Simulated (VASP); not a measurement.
The system is Ge7I.

```
Ge I
1.0
     6.16636    0.00000    0.00000
     0.00000    6.16636    0.00000
     0.00000    0.00000    6.16636
Ge I
7 1
Direct
  0.25262 0.25262 0.25262
  0.00000 0.50000 0.50000
  0.50000 0.50000 0.00000
  0.50000 0.00000 0.50000
  0.74738 0.25262 0.74738
  0.74738 0.74738 0.25262
  0.25262 0.74738 0.74738
  0.00000 0.00000 0.00000
```

The cell was generated, and may not be a known phase.

| Item | Value |
| --- | --- |
| Program | VASP 6.6.1 |
| Task | relaxation of cell and atoms |
| Functional | PBE |
| Potentials or basis | VASP PAW PBE potentials, release 64 (Ge_d, I) |
| Cutoff | 600 eV |
| k mesh | 4 × 4 × 4 |
| Occupations | gaussian, width 0.1 eV |
| Spin | no spin polarisation |

At the start: pressure -0.1 GPa; volume 29.31 Å³/atom.

Task: Where does the relaxation end?

Result: Over 9 steps the energy falls by 193.3 meV/atom and the volume is 28.49 Å³/atom (-2.8 %); space group P-43m (No. 215, to 0.1 Å) before and after.

Step by step:
| step | energy change (eV) | largest force (eV/Å) | pressure (GPa) | volume (Å³) |
| --- | --- | --- | --- | --- |
| 1 | 0.0000 | 2.0975 | -0.10 | 234.47 |
| 2 | -0.6890 | 1.3458 | -0.50 | 233.84 |
| 3 | -1.4189 | 0.5921 | -0.74 | 232.69 |
| 4 | -1.1744 | 0.6931 | -0.17 | 230.42 |
| 5 | -1.5002 | 0.2670 | -0.50 | 231.64 |
| 6 | -1.5356 | 0.0717 | -0.68 | 231.96 |
| 7 | -1.5375 | 0.0030 | -0.70 | 232.06 |
| 8 | -1.5432 | 0.0134 | 0.39 | 225.41 |
| 9 | -1.5466 | 0.0032 | 0.00 | 227.93 |

Final structure:
```yaml
crystal:
  lattice:
    - [6.10851, 0.00000, 0.00000]
    - [0.00000, 6.10851, 0.00000]
    - [0.00000, 0.00000, 6.10851]
  atoms:
    - { symbol: Ge, position: [0.28895, 0.28895, 0.28895] }
    - { symbol: Ge, position: [0.00000, 0.50000, 0.50000] }
    - { symbol: Ge, position: [0.50000, 0.50000, 0.00000] }
    - { symbol: Ge, position: [0.50000, 0.00000, 0.50000] }
    - { symbol: Ge, position: [0.71105, 0.28895, 0.71105] }
    - { symbol: Ge, position: [0.71105, 0.71105, 0.28895] }
    - { symbol: Ge, position: [0.28895, 0.71105, 0.71105] }
    - { symbol: I, position: [0.00000, 0.00000, 0.00000] }
```

Caveat: an odd number of electrons without spin polarisation forces a metal; a magnetic or distorted state may lie lower.
